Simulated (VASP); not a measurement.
Input of a VASP 6.6.1 run:

POSCAR

```
B
1.0
    1.5957593005      0.0000000000      0.0000000000
    0.0000000000      2.9925492716      0.0000000000
    0.0000000000      0.0000000000      4.4162753320
B
2
Direct
    0.0000000000      0.5000000000      0.6126204275
    0.5000000000      0.0000000000      0.3873795725
```

The input INCAR.step1:

```
SYSTEM = B
  ALGO = Normal
  EDIFF = 1E-5
  ENCUT = 520
  GGA = PE
  ISIF = 2
  ISMEAR = -1
  LASPH = .True.
  LCHARG = .False.
  LREAL = .False.
  LWAVE = .True.
  NBANDS = 10
  NELM = 60
  PREC = Accurate
  SIGMA = 0.05
```

File INCAR.step2:

```
SYSTEM = B
  AEXX = 1.0
  AGGAC = 0.0
  ALDAC = 0.0
  ALGO = Normal
  EDIFF = 1E-7
  ENCUT = 520
  GGA = PE
  ISIF = 2
  ISMEAR = -1
  ISTART = 1
  LASPH = .True.
  LCHARG = .False.
  LHFCALC = .True.
  LREAL = .False.
  LWAVE = .False.
  NBANDS = 10
  NELM = 60
  PREC = Accurate
  PRECFOCK = Normal
  SIGMA = 0.05
```

KPOINTS

```
k-points
0
Gamma
  8 5 4
  0 0 0
```

Potentials or basis: VASP PAW PBE potentials, release 64 (B).

The run is started by

```sh
$ cat potpaw_PBE.64/B/POTCAR > POTCAR
$ cp INCAR.step1 INCAR
$ mpirun -np 1 vasp_std > vasp.out
$ cp INCAR.step2 INCAR
$ mpirun -np 1 vasp_std > vasp.out
```

Task: Estimate the pressure.

Result: -0.9 GPa.

Task: Estimate the largest force.

Result: 0.176 eV/Å.

Stress tensor (GPa, compression positive):
```
-6.23  0.00  0.00
 0.00 -1.33  0.00
 0.00  0.00  4.80
```

Caveat: the k points lie up to 0.49 Å⁻¹ apart, too coarse for converged energies and pressures of a metal; the PAW data sets were made with another functional, which shifts forces and pressure a little.
